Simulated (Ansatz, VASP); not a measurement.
One calculation of Re, two programs

```
Re
1.0
     0.00000    2.70824    2.70824
     2.70824    0.00000    2.70824
     2.70824    2.70824    0.00000
Re
2
Cartesian
  0.6771 0.6771 0.6771
  4.7394 4.7394 4.7394
```

Alike in both runs: task relaxation of cell and atoms; functional PBEsol; k mesh 10 × 10 × 10; occupations fermi-dirac, width 0.1 eV; no spin polarisation.

|  | VASP | Ansatz |
| --- | --- | --- |
| version | VASP 6.6.1 | Ansatz 0.2.0 |
| potentials or method | VASP PAW PBE potentials, release 64 (Re_sv_GW), cutoff 560 eV | plane waves (420 eV) with PAW, scalar-relativistic |
| valence electrons in the cell | 30 | 30 |

Ansatz gave:

| Quantity | Value |
| --- | --- |
| relaxed volume (Å³/atom) | 21.89 |
| relaxed length of the cell vector where the two differ most in proportion (Å) | 3.956 |

What did VASP give for the same quantities?

Relaxed volume (Å³/atom): 21.68; relaxed length of the cell vector where the two differ most in proportion (Å): 3.943.

VASP's potentials were made for PBE, not for PBEsol, and Ansatz warns of the same on its side.

Neither program's run includes spin-orbit coupling.
